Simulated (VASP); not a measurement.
Input of a VASP 6.6.1 run:

File INCAR:

```
SYSTEM = Re
  PREC = Accurate
  ENCUT = 520
  EDIFF = 1E-6
  ISMEAR = -1
  SIGMA = 0.05
  LREAL = .FALSE.
  LASPH = .TRUE.
  NELM = 80
  ALGO = Fast
  ISIF = 2
  LWAVE = .FALSE.
  LCHARG = .TRUE.
  GGA = PS
  LELF = .TRUE.
  LVHAR = .TRUE.
  NBANDS = 22
```

KPOINTS

```
Automatic mesh
0
G
  11 11 3
  0 0 0
```

The input POSCAR:

```
Re
1.0
    2.7663873939      0.0000000000      0.0000000000
   -1.3831936969      2.3957617598      0.0000000000
    0.0000000000      0.0000000000      8.9388451600
Re
4
Direct
    0.6778100000      0.3454280000      0.7477660000
   -0.0140870000     -0.0128950000      0.4987500000
    0.3338370000      0.6430070000      0.2487750000
    0.0118770000      0.0104420000     -0.0034560000
```

Potentials or basis: VASP PAW PBE potentials, release 64 (Re).

Command:

```bash
$ cat potpaw_PBE.64/Re/POTCAR > POTCAR
$ mpirun -np 1 vasp_std > vasp.out
```

Task: What does it give for the largest force?

Result: 0.316 eV/Å.

Task: What does it give for the pressure?

Result: -6.7 GPa.

Task: Estimate the band gap on the k mesh.

Result: Zero (band 14 reaches 8.83 eV, above the bottom of band 15 at 6.48 eV).

Stress tensor (GPa, compression positive):
```
-7.52  0.22  0.04
 0.22 -5.98 -0.06
 0.04 -0.06 -6.69
```

Caveat: the cell differs from its parent crystal (atoms moved at random); the PAW data sets were made with another functional, which shifts forces and pressure a little; spin-orbit coupling is left out, which moves the levels of the heavy elements.
